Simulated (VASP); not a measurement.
# Rb2ZrH4 (P4mm) in VASP: a series of runs

The runs below take Rb2ZrH4 through single point, relaxation of cell and atoms, with PBE.

All numbers are computed with VASP 6.6.1; they aren't measurements. Logs are shortened: lines on timing, memory, paths and dates and some standing lists are left out, and cuts for length are marked.

## (1) The cell of the first run

Symmetry: P4mm, No. 99, tetragonal system. Conventional cell: a = 4.335 Å, b = 4.335 Å, c = 6.239 Å, α = 90.00°, β = 90.00°, γ = 90.00°. Rb (site symmetry 2mm) has 8 H at 2.99 to 3.73 Å and 4 Rb at 3.07 Å and 4 Zr at 3.71 to 3.89 Å within 3.9 Å. Within 3.2 Å of Zr (site symmetry 4mm) lie 8 H at 2.41 Å. H (site symmetry m) has 3 H at 1.60 to 2.07 Å within 2.1 Å.

The cell was built from a structure type or drawn by symmetry, and may not be a known phase.

## (2) Single point, PBE

File INCAR:

```
SYSTEM = Rb2ZrH4
ALGO = Normal
EDIFF = 1E-7
ENCUT = 520
GGA = PE
ISIF = 2
ISMEAR = 0
LASPH = .TRUE.
LCHARG = .TRUE.
LELF = .TRUE.
LREAL = .FALSE.
LVHAR = .TRUE.
LWAVE = .FALSE.
NBANDS = 26
NELM = 60
PREC = Accurate
SIGMA = 0.15
```

File KPOINTS:

```
k-points
0
G
  3 3 2
  0 0 0
```

File POSCAR:

```
Rb2ZrH4
1.0
    4.3347150537      0.0000000000      0.0000000000
    0.0000000000      4.3347150537      0.0000000000
    0.0000000000      0.0000000000      6.2385372979
Rb Zr H
2 1 4
Direct
    0.5000000000      0.0000000000      0.8815404594
    0.0000000000      0.5000000000      0.8815404594
    0.0000000000      0.0000000000      0.3644657881
    0.7615893984      0.5000000000      0.3319951358
    0.2384106016      0.5000000000      0.3319951358
    0.5000000000      0.7615893984      0.3319951358
    0.5000000000      0.2384106016      0.3319951358
```

Potentials or basis: VASP PAW PBE potentials, release 64 (Rb_sv, Zr_sv, H).

Launch:

```console
$ cat potpaw_PBE.64/Rb_sv/POTCAR potpaw_PBE.64/Zr_sv/POTCAR potpaw_PBE.64/H/POTCAR > POTCAR
$ mpirun -np 1 vasp_std > vasp.out
```

OUTCAR:

```text
SYSTEM = Rb2ZrH4
   EDIFF = 1E-7
   ENCUT = 520
   GGA = PE
   ISIF = 2
   ISMEAR = 0
   LASPH = .TRUE.
   LREAL = .FALSE.
   NELM = 60
   PREC = Accurate

 ion  position               nearest neighbor table
   1  0.500  0.000  0.882-   6 2.99   7 2.99   2 3.07   2 3.07   2 3.07   2 3.07   3 3.71   3 3.71
                             3 3.89   3 3.89
   2  0.000  0.500  0.882-   4 2.99   5 2.99   1 3.07   1 3.07   1 3.07   1 3.07   3 3.71   3 3.71
                             3 3.89   3 3.89
   3  0.000  0.000  0.364-   1 3.71   2 3.71   2 3.71   1 3.71   2 3.89   1 3.89   1 3.89   2 3.89

   4  0.762  0.500  0.332-   2 2.99
   5  0.238  0.500  0.332-   2 2.99
   6  0.500  0.762  0.332-   1 2.99
   7  0.500  0.238  0.332-   1 2.99

  LATTYP: Found a simple tetragonal cell.
 ALAT       =     4.3347150537
 C/A-ratio  =     1.4392035510

  Lattice vectors:

 A1 = (   4.3347150537,   0.0000000000,   0.0000000000)
 A2 = (   0.0000000000,   4.3347150537,   0.0000000000)
 A3 = (   0.0000000000,   0.0000000000,   6.2385372979)

Analysis of symmetry for initial positions (statically):
=====================================================================
 Subroutine PRICEL returns:
 Original cell was already a primitive cell.

 Routine SETGRP: Setting up the symmetry group for a
 simple tetragonal supercell.

 Subroutine GETGRP returns: Found  8 space group operations
 (whereof  8 operations were pure point group operations)
 out of a pool of 16 trial point group operations.

The static configuration has the point symmetry C_4v.

Analysis of symmetry for dynamics (positions and initial velocities):
=====================================================================
 Subroutine PRICEL returns:
 Original cell was already a primitive cell.

 Routine SETGRP: Setting up the symmetry group for a
 simple tetragonal supercell.

 Subroutine GETGRP returns: Found  8 space group operations
 (whereof  8 operations were pure point group operations)
 out of a pool of 16 trial point group operations.

The dynamic configuration has the point symmetry C_4v.

 Subroutine INISYM returns: Found  8 space group operations
 (whereof  8 operations are pure point group operations),
 and found     1 'primitive' translations

----------------------------------------------------------------------------------------

                                     Primitive cell

  volume of cell :     117.2206

  direct lattice vectors                    reciprocal lattice vectors
     4.334715054  0.000000000  0.000000000     0.230695671  0.000000000  0.000000000
     0.000000000  4.334715054  0.000000000     0.000000000  0.230695671  0.000000000
     0.000000000  0.000000000  6.238537298     0.000000000  0.000000000  0.160293984

  length of vectors
     4.334715054  4.334715054  6.238537298     0.230695671  0.230695671  0.160293984

  position of ions in fractional coordinates (direct lattice)
     0.500000000  0.000000000  0.881540459
     0.000000000  0.500000000  0.881540459
     0.000000000  0.000000000  0.364465788
     0.761589398  0.500000000  0.331995136
     0.238410602  0.500000000  0.331995136
     0.500000000  0.761589398  0.331995136
     0.500000000  0.238410602  0.331995136

  ion indices of the primitive-cell ions
   primitive index   ion index
                 1           1
                 2           2
                 3           3
                 4           4
                 5           5
                 6           6
                 7           7

----------------------------------------------------------------------------------------

 KPOINTS: k-points

Automatic generation of k-mesh.
 Grid dimensions read from file:
 generate k-points for:    3    3    2

 Generating k-lattice:

  Cartesian coordinates                     Fractional coordinates (reciprocal lattice)
     0.076898557  0.000000000  0.000000000     0.333333333  0.000000000  0.000000000
     0.000000000  0.076898557  0.000000000     0.000000000  0.333333333  0.000000000
     0.000000000  0.000000000  0.080146992     0.000000000  0.000000000  0.500000000

  Length of vectors
     0.076898557  0.076898557  0.080146992

  Shift w.r.t. Gamma in fractional coordinates (k-lattice)
     0.000000000  0.000000000  0.000000000

 Subroutine IBZKPT returns following result:
 ===========================================

 Found      6 irreducible k-points:

 Following reciprocal coordinates:
            Coordinates               Weight
  0.000000  0.000000  0.000000      1.000000
  0.333333  0.000000  0.000000      4.000000
  0.333333  0.333333  0.000000      4.000000
  0.000000  0.000000  0.500000      1.000000
  0.333333  0.000000  0.500000      4.000000
  0.333333  0.333333  0.500000      4.000000
   k-points           NKPTS =      6   k-points in BZ     NKDIM =      6   number of bands    NBANDS=     26
   number of dos      NEDOS =    301   number of ions     NIONS =      7
   total plane-waves  NPLWV =  49152
   dimension x,y,z NGX =    32 NGY =   32 NGZ =   48
   dimension x,y,z NGXF=    64 NGYF=   64 NGZF=   96
   ions per type =               2   1   4
   NGX,Y,Z   is equivalent  to a cutoff of  12.27, 12.27, 12.79 a.u.
   NGXF,Y,Z  is equivalent  to a cutoff of  24.55, 24.55, 25.58 a.u.
 SYSTEM =  Rb2ZrH4
   PREC   = accura    normal or accurate (medium, high low for compatibility)
   ISTART =      0    job   : 0-new  1-cont  2-samecut
   ICHARG =      2    charge: 1-file 2-atom 10-const
   ISPIN  =      1    spin polarized calculation?
   LNONCOLLINEAR =      F non collinear calculations
   LSORBIT =      F    spin-orbit coupling
   LASPH  =      T    aspherical Exc in radial PAW
   ENCUT  =  520.0 eV  38.22 Ry    6.18 a.u.   8.06  8.06 11.60*2*pi/ulx,y,z
   NELM   =     60;   NELMIN=  2; NELMDL= -5     # of ELM steps
   EDIFF  = 0.1E-06   stopping-criterion for ELM
   LREAL  =      F    real-space projection
   EDIFFG = 0.1E-05   stopping-criterion for IOM
   NSW    =      0    number of steps for IOM
   IBRION =     -1    ionic relax: 0-MD 1-quasi-New 2-CG
   NFREE  =      0    steps in history (QN), initial steepest desc. (CG)
   ISIF   =      2    stress and relaxation
   ISYM   =      2    0-nonsym 1-usesym 2-fastsym
   POTIM  = 0.5000    time-step for ionic-motion
   TEBEG  =    0.0;   TEEND  =   0.0 temperature during run
   PSTRESS=    0.0 pullay stress
   NELECT =      34.0000    total number of electrons
   NUPDOWN=      -1.0000    fix difference up-down
   EMIN   =  10.00;   EMAX   =-10.00  energy-range for DOS
   EFERMI =   0.00;   METHOD = LEGACY
   ISMEAR =     0;   SIGMA  =   0.15  broadening in eV -4-tet -1-fermi 0-gaus
   EFERMI_NEDOS =   21; number of points for ismear=-14 and -15
   IALGO  =     38    algorithm
   IMIX   =      4    mixing-type and parameters
     AMIX     =   0.40;   BMIX     =  1.00
     AMIX_MAG =   1.60;   BMIX_MAG =  1.00
  volume/ion in A,a.u.               =      16.75       113.01
  Fermi-wavevector in a.u.,A,eV,Ry     =   1.083677  2.047853 15.978080  1.174356
  Thomas-Fermi vector in A             =   2.219749
   LORBIT       =      0    0 simple, 1 ext, 2 COOP (PROOUT), +10 PAW based schemes
   GGA     = PE    functional components
   LHFCALC =     F    Hartree Fock is set to
   AEXX    =    0.0000 exact exchange contribution
   IVDW    =     0    specifies the selected vdW correction
   LEPSILON=     F    determine dielectric tensor
   LRPA    =     F    only Hartree local field effects (RPA)
 non-spin polarized calculation
 Gauss-broadening in eV      SIGMA  =   0.15
  energy-cutoff  :      520.00
  volume of cell :      117.22
 maximum number of plane-waves:      3180
   NGX = 17   NGY = 17   NGZ = 23

 number of electron      33.9999998 magnetization

 Free energy of the ion-electron system (eV)
  ---------------------------------------------------
  ext. energy  EPLUGINS =         0.00000000
  ---------------------------------------------------
  free energy    TOTEN  =       -18.57601493 eV

  energy without entropy =      -18.52238848  energy(sigma->0) =      -18.54920170

 E-fermi :   3.4687     XC(G=0):  -8.9083

 val. band max:        3.3344129124   @ k =   0.3333   0.0000   0.0000
 cond. band min:       3.4902835824   @ k =   0.3333   0.3333   0.5000
 fundamental gap:      0.1558706700
 Fermi energy:         3.4687352268

 k-point     1 :       0.0000    0.0000    0.0000
  band No.  band energies     occupation
      1     -46.2097      2.00000
      2     -25.7977      2.00000
      3     -24.9980      2.00000
      4     -24.2204      2.00000
      5     -24.2204      2.00000
      6     -24.1121      2.00000
[... 18 lines left out ...]
     25       7.6959      0.00000
     26       8.1017      0.00000

 k-point     2 :       0.3333    0.0000    0.0000
  band No.  band energies     occupation
      1     -46.2091      2.00000
      2     -25.6038      2.00000
      3     -25.2040      2.00000
      4     -24.2412      2.00000
      5     -24.2181      2.00000
      6     -24.1106      2.00000
[... 18 lines left out ...]
     25       7.2461      0.00000
     26       7.7769      0.00000

 k-point     3 :       0.3333    0.3333    0.0000
  band No.  band energies     occupation
      1     -46.2085      2.00000
      2     -25.4951      2.00000
      3     -25.2944      2.00000
      4     -24.2388      2.00000
      5     -24.2382      2.00000
      6     -24.1091      2.00000
[... 18 lines left out ...]
     25       7.2494      0.00000
     26       7.6071      0.00000

 k-point     4 :       0.0000    0.0000    0.5000
  band No.  band energies     occupation
      1     -46.2097      2.00000
      2     -25.8004      2.00000
      3     -24.9979      2.00000
      4     -24.2203      2.00000
      5     -24.2203      2.00000
      6     -24.1078      2.00000
[... 18 lines left out ...]
     25       7.2125      0.00000
     26       7.2125      0.00000

 k-point     5 :       0.3333    0.0000    0.5000
  band No.  band energies     occupation
      1     -46.2091      2.00000
      2     -25.6053      2.00000
      3     -25.2037      2.00000
      4     -24.2424      2.00000
      5     -24.2180      2.00000
      6     -24.1075      2.00000
[... 18 lines left out ...]
     25       7.2450      0.00000
     26       7.7199      0.00000

 k-point     6 :       0.3333    0.3333    0.5000
  band No.  band energies     occupation
      1     -46.2085      2.00000
      2     -25.4952      2.00000
      3     -25.2934      2.00000
      4     -24.2398      2.00000
      5     -24.2394      2.00000
      6     -24.1080      2.00000
[... 18 lines left out ...]
     25       7.1719      0.00000
     26       7.6859      0.00000

------------------------ aborting loop because EDIFF is reached ----------------------------------------

  FORCE on cell =-STRESS in cart. coord.  units (eV):
  Direction    XX          YY          ZZ          XY          YZ          ZX
  --------------------------------------------------------------------------------------
  -------------------------------------------------------------------------------------
  Total        0.1356892      0.1356892     -0.1154725      0.0000000      0.0000000      0.0000000
  in kB        1.8546079      1.8546079     -1.5782842      0.0000000      0.0000000      0.0000000
  external PRESSURE =       0.7103106 kB  Pullay stress =       0.0000000 kB

 VOLUME and BASIS-vectors are now :
 -----------------------------------------------------------------------------
  energy-cutoff  :      520.00
  volume of cell :      117.22
      direct lattice vectors                 reciprocal lattice vectors
     4.334715054  0.000000000  0.000000000     0.230695671  0.000000000  0.000000000
     0.000000000  4.334715054  0.000000000     0.000000000  0.230695671  0.000000000
     0.000000000  0.000000000  6.238537298     0.000000000  0.000000000  0.160293984

 POSITION                                       TOTAL-FORCE (eV/Angst)
 -----------------------------------------------------------------------------------
      2.16736      0.00000      5.49952        -0.000000     -0.000000      0.006731
      0.00000      2.16736      5.49952        -0.000000     -0.000000      0.006731
      0.00000      0.00000      2.27373        -0.000000     -0.000000     -0.016267
      3.30127      2.16736      2.07116         0.003843     -0.000000      0.000701
      1.03344      2.16736      2.07116        -0.003843     -0.000000      0.000701
      2.16736      3.30127      2.07116        -0.000000      0.003843      0.000701
      2.16736      1.03344      2.07116        -0.000000     -0.003843      0.000701
 -----------------------------------------------------------------------------------
    total drift:                                0.000000      0.000000     -0.000055

  FREE ENERGIE OF THE ION-ELECTRON SYSTEM (eV)
  ---------------------------------------------------
  free  energy   TOTEN  =       -18.5760149288 eV

  energy  without entropy=      -18.5223884767  energy(sigma->0) =      -18.54920170
```

It took 18 s on 1 thread of Intel Xeon Platinum 8375C at 2.90GHz (Ice Lake), shared host; peak memory 0.22 GiB.

What came out:

| Quantity | Value |
| --- | --- |
| Free energy | -18.5760 eV |
| Pressure | 0.1 GPa |
| Largest force | 0.016 eV/Å |
| Band gap on the k mesh | zero (bands 17 and 18 overlap by 0.49 eV) |

Forces in eV/Å, atoms in the order of the input:
```
Rb   0.000  0.000  0.007
Rb   0.000  0.000  0.007
Zr   0.000  0.000 -0.016
H    0.004  0.000  0.001
H   -0.004  0.000  0.001
H    0.000  0.004  0.001
H    0.000 -0.004  0.001
```

Caveat: the k points lie up to 0.50 Å⁻¹ apart.

## (3) Relaxation of cell and atoms, PBE

This run uses another cell than the first one, of 22.90 Å³/atom.

File INCAR:

```
ALGO = Normal ; EDIFF = 1E-6
EDIFFG = -0.08 ; ENCUT = 600
GGA = PE ; IBRION = 2
ISIF = 3 ; ISMEAR = 0
LASPH = True ; LCHARG = False
LREAL = False ; LWAVE = False
NELM = 60 ; NSW = 36
PREC = Accurate ; SIGMA = 0.15
```

File KPOINTS:

```
k-points
0
Gamma
  3 3 2
```

File POSCAR:

```
Rb2ZrH4
1.0
    4.9670377600      0.0000000000      0.0000000000
    0.0000000000      4.9670377600      0.0000000000
    0.0000000000      0.0000000000      6.4961998300
Rb Zr H
2 1 4
Direct
    0.5000000000      0.0000000000      0.9983828300
    0.0000000000      0.5000000000      0.9983828300
    0.0000000000      0.0000000000      0.2111220300
    0.6465542200      0.5000000000      0.3119098900
    0.3534457800      0.5000000000      0.3119098900
    0.5000000000      0.6465542200      0.3119098900
    0.5000000000      0.3534457800      0.3119098900
```

Potentials or basis: VASP PAW PBE potentials, release 64 (Rb_sv, Zr_sv, H).

Launch:

```console
$ cat potpaw_PBE.64/Rb_sv/POTCAR potpaw_PBE.64/Zr_sv/POTCAR potpaw_PBE.64/H/POTCAR > POTCAR
$ mpirun -np 1 vasp_std > vasp.out
```

Wall time 7.5 min (1 thread of Intel Xeon Platinum 8375C at 2.90GHz (Ice Lake), shared host); peak memory 0.31 GiB.

It converged, with:

```yaml
Free_energy: -18.5723 eV
Relaxed_volume: 16.71 Å³/atom
Relaxed_cell: a = 4.321 Å, b = 4.321 Å, c = 6.263 Å, α = 90.00°, β = 90.00°, γ = 90.00°
Space_group_after_relaxing_to_0.1_Å: P4mm (No. 99)
Energy_gained_by_relaxing: 752.9 meV/atom
Ionic_steps: 23
Pressure_after_relaxing: 0.2 GPa
Largest_force_after_relaxing: 0.050 eV/Å
Band_gap_on_the_k_mesh: zero (bands 17 and 18 overlap by 0.54 eV)
```

Forces in eV/Å, atoms in the order of the input:
```
Rb   0.000  0.000 -0.038
Rb   0.000  0.000 -0.038
Zr   0.000  0.000 -0.050
H    0.015  0.000  0.032
H   -0.015  0.000  0.032
H    0.000  0.015  0.032
H    0.000 -0.015  0.032
```

Stress tensor (GPa, compression positive):
```
0.29 0.00 0.00
0.00 0.29 0.00
0.00 0.00 0.12
```

The path:
```
step  energy change (eV)  largest force (eV/Å)  pressure (GPa)  volume (Å³)
   1              0.0000                2.7082            4.77       160.27
   2             -1.5160                2.5283            0.94       176.49
   3             -1.7461                2.4482           -0.14       183.71
   4             -1.8247                2.1719           -1.53       198.61
   5             -1.8379                2.2560           -1.24       194.50
   6             -2.4087                2.1865           -1.81       191.84
   7             -3.5825                0.4673           -3.77       184.47
   8             -2.7748                2.6899           -3.71       169.15
   9             -3.7338                0.7787           -4.56       179.84
  10             -4.2567                1.2869           -3.99       157.01
  11             -4.4624                1.7075           -3.38       142.15
  12             -4.2617                3.0272            1.38       115.11
  13             -4.5139                1.9174           -2.56       135.29
  14             -4.8848                1.3643           -1.58       127.01
  15             -5.0893                0.4382            1.04       116.36
  16             -5.0899                0.4392            0.86       116.92
  17             -5.1661                0.2825            0.48       117.99
  18             -5.2253                0.4319            0.03       120.25
  19             -5.2502                0.0999           -0.37       120.59
  20             -5.2529                0.1189           -0.54       120.74
  21             -5.2627                0.1329           -0.03       118.19
  22             -5.2640                0.1455            0.27       116.81
  23             -5.2703                0.0504            0.24       116.95
```

Final structure:
```
CELL_PARAMETERS angstrom
4.32130 0.00000 0.00000
0.00000 4.32130 0.00000
0.00000 0.00000 6.26261
ATOMIC_POSITIONS crystal
Rb 0.50000 0.00000 0.89301
Rb 0.00000 0.50000 0.89301
Zr 0.00000 0.00000 0.36924
H 0.76128 0.50000 0.32506
H 0.23872 0.50000 0.32506
H 0.50000 0.76128 0.32506
H 0.50000 0.23872 0.32506
```

Levels at points of the mesh, in eV from the Fermi level:
```csv
k point,band 13,band 14,band 15,band 16,band 17,band 18,band 19,band 20,band 21
"(0.00, 0.00, 0.00)",-8.07,-2.80,-1.66,-1.08,-1.08,-0.17,0.62,0.62,0.90
"(0.00, 0.00, 0.50)",-7.85,-2.64,-1.38,-1.17,-1.17,-0.45,0.27,0.96,1.08
```

Caveat: the k points lie up to 0.50 Å⁻¹ apart in the final cell, too coarse for converged energies and pressures of a metal; the volume moved by over 15 % at a fixed basis, so the end points are rough; the relaxation stopped at a loose force limit of 0.08 eV/Å, so its end isn't a converged minimum.
